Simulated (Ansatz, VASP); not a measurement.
One calculation of B6As, two programs

```xyz
14
Lattice="3.0661 1.7702 3.9652 -3.0661 1.7702 3.9652 0.0000 -3.5405 3.9652" Properties=species:S:1:pos:R:3 pbc="T T T"
B     0.0000   -1.0970    1.4082
B    -0.9500    0.5485    1.4082
B     1.6833   -0.9718    7.5982
B     0.0000    1.9437    7.5982
B    -1.6833   -0.9718    7.5982
B     1.6833    0.9718    4.2974
B    -1.6833    0.9718    4.2974
B     0.0000   -1.9437    4.2974
B     0.9500   -0.5485   10.4874
B     0.0000    1.0970   10.4874
B    -0.9500   -0.5485   10.4874
B     0.9500    0.5485    1.4082
As    0.0000    0.0000    7.1416
As    0.0000    0.0000    4.7540
```

Alike in both runs: functional r2SCAN; k mesh 6 × 6 × 6; occupations gaussian, width 0.02 eV; no spin polarisation.

Ansatz relaxed the structure, and its values are those at the end. VASP's run is a single point on that final structure, the one shown.

```csv
,VASP,Ansatz
version,VASP 6.6.1,Ansatz 0.2.0
potentials or method,"VASP PAW PBE potentials, release 64 (B, As), cutoff 550 eV","scalar-relativistic, plane waves, PAW"
valence electrons in the cell,46,66
```

|  | VASP | Ansatz | Ansatz less VASP |
| --- | --- | --- | --- |
| gap on the k mesh at the Fermi level (eV) | 2.88 | 2.88 | -0.005 |
| least direct gap on the mesh (eV) | 2.98 | 2.97 | -0.005 |
| pressure (GPa) | 0.2 | 0.0 | -0.25 |
| rms of the force components (eV/Å) | 0.006 | 0.002 | -0.0036 |

VASP's potentials were made for PBE, not for r2SCAN. VASP's potentials hold 46 valence electrons a cell and Ansatz's 66, so a difference there can come from the potentials and not from the codes.
